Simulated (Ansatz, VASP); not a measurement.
**WSe2: VASP beside Ansatz**

```
CELL_PARAMETERS angstrom
3.28549 0.00000 0.00000
-1.64275 2.84532 0.00000
0.00000 0.00000 24.23865
ATOMIC_POSITIONS crystal
Se 0.33333 0.66667 0.18565
Se 0.33333 0.66667 0.32466
Se 0.66667 0.83333 0.45297
Se 0.66667 0.83333 0.59197
W 0.66667 0.33333 0.25516
W 0.33333 0.16667 0.52247
```

Alike in both runs: task single point; functional PBE; dispersion D3(BJ); k mesh 9 × 9 × 1; occupations gaussian, width 0.05 eV; no spin polarisation.

|  | VASP | Ansatz |
| --- | --- | --- |
| version | VASP 6.6.1 | Ansatz 0.2.0 |
| potentials or method | VASP PAW PBE potentials, release 64 (Se, W_sv), cutoff 520 eV | scalar-relativistic, plane waves, PAW |
| valence electrons in the cell | 52 | 92 |

```tsv
	VASP	Ansatz	Ansatz less VASP
gap on the k mesh at the Fermi level (eV)	1.33	1.33	+0.005
least direct gap on the mesh (eV)	1.65	1.66	+0.004
rms of the force components (eV/Å)	0.078	0.090	+0.0126
```

VASP's potentials hold 52 valence electrons a cell and Ansatz's 92, so a difference there can come from the potentials and not from the codes.

Neither program's run includes spin-orbit coupling.
